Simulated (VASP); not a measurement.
# CaF2 (Fluorite): single point with LDA

Crystal: CaF2 (Fluorite).

```xyz
3
Lattice="3.8622 0.0000 0.0000 1.9311 3.3448 0.0000 1.9311 1.1149 3.1535" Properties=species:S:1:pos:R:3 pbc="T T T"
Ca    0.0000    0.0000    0.0000
F     1.9311    1.1149    0.7884
F     5.7933    3.3448    2.3651
```

```yaml
Program: VASP 6.6.1
Task: single point
Functional: LDA
Potentials_or_basis: VASP PAW LDA potentials, release 64 (Ca_sv, F)
Cutoff: 600 eV
k_mesh: 6 × 6 × 6
Occupations: gaussian, width 0.01 eV
Spin: no spin polarisation
Dipole_correction: no
Further_INCAR_settings: ALGO = Normal; EDIFF = 1e-06; NBANDS = 19
```

```
Pressure               : -6.2 GPa
Band gap on the k mesh : 6.91 eV, indirect (least direct gap 7.17 eV)
```

Levels at points of the mesh, in eV from the valence-band top:
```csv
k point,band 9,band 10,band 11,band 12,band 13,band 14,band 15,band 16
"(0.00, 0.00, 0.00)",-2.17,-0.26,-0.26,-0.26,6.91,9.03,9.03,11.20
"(0.50, 0.00, 0.00)",-1.33,-1.28,-0.85,-0.85,9.26,9.26,9.65,10.30
"(0.50, 0.50, 0.00)",-1.68,-0.38,-0.38,0.00,7.87,9.42,10.01,10.83
```

It took 7.3 s on 1 thread of Intel(R) Xeon(R) Platinum 8488C (Sapphire Rapids) (shared host), peak memory 0.15 GiB.

A k mesh can miss the band edges. A hybrid or GW would open this gap; LDA tends to underestimate it.
